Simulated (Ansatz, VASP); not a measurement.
Given: the input of a run of VASP 6.6.1 on Cu.

The input POSCAR:

```
Cu
1.0
    2.4823658959      0.0000000000      0.0000000000
   -1.2411829479      2.1497919273      0.0000000000
    0.0000000000      0.0000000000      4.0286174227
Cu
2
Direct
    0.6666666667      0.3333333333      0.7500000000
    0.3333333333      0.6666666667      0.2500000000
```

INCAR.step1

```
PREC = Accurate ; ENCUT = 520
EDIFF = 1E-5 ; ISMEAR = -1
SIGMA = 0.05 ; LREAL = F
LASPH = T ; NELM = 100
ALGO = Normal ; ISIF = 2
LWAVE = T ; LCHARG = F
NBANDS = 18 ; GGA = PE
```

The input INCAR.step2:

```
PREC = Accurate ; ENCUT = 520
EDIFF = 1E-7 ; ISMEAR = -1
SIGMA = 0.05 ; LREAL = F
LASPH = T ; NELM = 100
ALGO = Normal ; ISIF = 2
LWAVE = F ; LCHARG = F
GGA = PE ; LHFCALC = T
HFSCREEN = 0.2079 ; PRECFOCK = Normal
NBANDS = 18 ; ISTART = 1
```

KPOINTS

```
Automatic mesh
0
Gamma
  8 8 4
```

Potentials or basis: VASP PAW PBE potentials, release 64 (Cu).

Run with:

```console
$ cat potpaw_PBE.64/Cu/POTCAR > POTCAR
$ cp INCAR.step1 INCAR
$ mpirun -np 1 vasp_std > vasp.out
$ cp INCAR.step2 INCAR
$ mpirun -np 1 vasp_std > vasp.out
```

Problem. Set up the same calculation for Ansatz 0.2.0. Potentials there: Ansatz PAW.

Solution. As run (the cutoff follows the program's own potentials):

Contents of input:

```
crystal:
  lattice:
    - [2.4823658959, 0.0, 0.0]
    - [-1.2411829479, 2.1497919273, 0.0]
    - [0.0, 0.0, 4.0286174227]
  atoms:
    - { symbol: Cu, position: [0.6666666667, 0.3333333333, 0.75] }
    - { symbol: Cu, position: [0.3333333333, 0.6666666667, 0.25] }
hamiltonian:
  xc: hse06
  pseudopotentials: { kind: paw }
kpoints:
  mp_grid: { grid: [8, 8, 4] }
scf:
  occupations: { method: fermi_dirac, width: 0.05 }
output:
  forces: true
  stress: true
  eigenvalues: true
```

Both were run:

|  | VASP | Ansatz | Ansatz less VASP |
| --- | --- | --- | --- |
| gap on the k mesh at the Fermi level (eV) | none | none | - |
| pressure (GPa) | 19.6 | 18.9 | -0.72 |
| traceless stress, the component that is largest in VASP (GPa) | -2.66 | -2.77 | -0.110 |

A gap of «none» marks a metal or a gap that the smearing closes. VASP's potentials hold 22 valence electrons a cell and Ansatz's 38, so a difference there can come from the potentials and not from the codes.

The k mesh is coarse, so the values compare programs but aren't converged.
